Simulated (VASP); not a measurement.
Input of a VASP 6.6.1 run:

Contents of INCAR:

```
SYSTEM = Ni
PREC = Accurate
ENCUT = 520
EDIFF = 1E-7
ISMEAR = -1
SIGMA = 0.05
LREAL = .False.
LASPH = .True.
NELM = 150
ALGO = Normal
ISIF = 2
LWAVE = .False.
LCHARG = .True.
ISPIN = 2
MAGMOM = -0.625 -0.625
LORBIT = 11
LMAXMIX = 4
GGA = RE
LELF = .True.
LVHAR = .True.
NBANDS = 21
```

KPOINTS

```
Automatic mesh
0
Gamma
  13 13 13
  0 0 0
```

POSCAR

```
Ni
1.0
    0.0000000000      2.2779380063      2.2779380063
    2.2779380063      0.0000000000      2.2779380063
    2.2779380063      2.2779380063      0.0000000000
Ni
2
Direct
    0.0000000000      0.0000000000      0.0000000000
    0.5000000000      0.5000000000      0.5000000000
```

Potentials or basis: VASP PAW PBE potentials, release 64 (Ni).

Run with:

```sh
$ cat potpaw_PBE.64/Ni/POTCAR > POTCAR
$ mpirun -np 1 vasp_std > vasp.out
```

Question: Predict the net moment.

Answer: -0.98 μB per cell.

Question: Estimate the site moments.

Answer: Ni -0.49 μB.

Question: Predict the pressure.

Answer: 14.5 GPa.

Caveat: the cell stands under pressure; the PAW data sets were made with another functional, which shifts forces and pressure a little.
